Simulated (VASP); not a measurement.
A run of VASP 6.6.1 is set up as follows.

Contents of INCAR:

```
SYSTEM = Be
PREC = Accurate
ENCUT = 520
EDIFF = 1E-6
ISMEAR = -1
SIGMA = 0.03
LREAL = .False.
LASPH = .True.
NELM = 100
ALGO = Normal
ISIF = 2
LWAVE = .False.
LCHARG = .False.
GGA = PE
NBANDS = 7
```

The input KPOINTS:

```
regular mesh
0
Gamma
  23 23 23
  0 0 0
```

POSCAR

```
Be
1.0
   -1.2531209513      1.2531209513      1.2531209513
    1.2531209513     -1.2531209513      1.2531209513
    1.2531209513      1.2531209513     -1.2531209513
Be
1
Direct
    0.0000000000      0.0000000000      0.0000000000
```

Potentials or basis: VASP PAW PBE potentials, release 64 (Be).

The run is started by

```console
$ cat potpaw_PBE.64/Be/POTCAR > POTCAR
$ mpirun -np 1 vasp_std > vasp.out
```

Task: Estimate the pressure.

Result: -0.7 GPa.

Task: Estimate the band gap on the k mesh.

Result: Zero (bands 1 and 2 overlap by 4.85 eV).
